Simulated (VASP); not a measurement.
A run of VASP 6.6.1 is set up as follows.

File INCAR:

```
SYSTEM = PbSe
  ALGO = Normal
  EDIFF = 1E-7
  ENCUT = 520
  GGA = PE
  ISIF = 2
  ISMEAR = 0
  IVDW = 12
  LASPH = .TRUE.
  LCHARG = .FALSE.
  LREAL = .FALSE.
  LWAVE = .FALSE.
  NBANDS = 17
  NELM = 60
  PREC = Accurate
  SIGMA = 0.03
```

KPOINTS

```
k-points
0
G
  10 10 10
  0 0 0
```

The input POSCAR:

```
PbSe
1.0
    0.0000000000      2.9656072189      2.9656072189
    2.9656072189      0.0000000000      2.9656072189
    2.9656072189      2.9656072189      0.0000000000
Pb Se
1 1
Direct
    0.0000000000      0.0000000000      0.0000000000
    0.5000000000      0.5000000000      0.5000000000
```

Potentials or basis: VASP PAW PBE potentials, release 64 (Pb_d, Se).

Command:

```console
$ cat potpaw_PBE.64/Pb_d/POTCAR potpaw_PBE.64/Se/POTCAR > POTCAR
$ mpirun -np 1 vasp_std > vasp.out
```

(1) Predict the dispersion energy per atom.

(2) Predict the pressure.

(3) Estimate the band gap on the k mesh.

Results:

(1) -0.406 eV.

(2) 6.4 GPa.

(3) 0.07 eV, direct.

Caveat: spin-orbit coupling is left out, which moves the levels of the heavy elements.
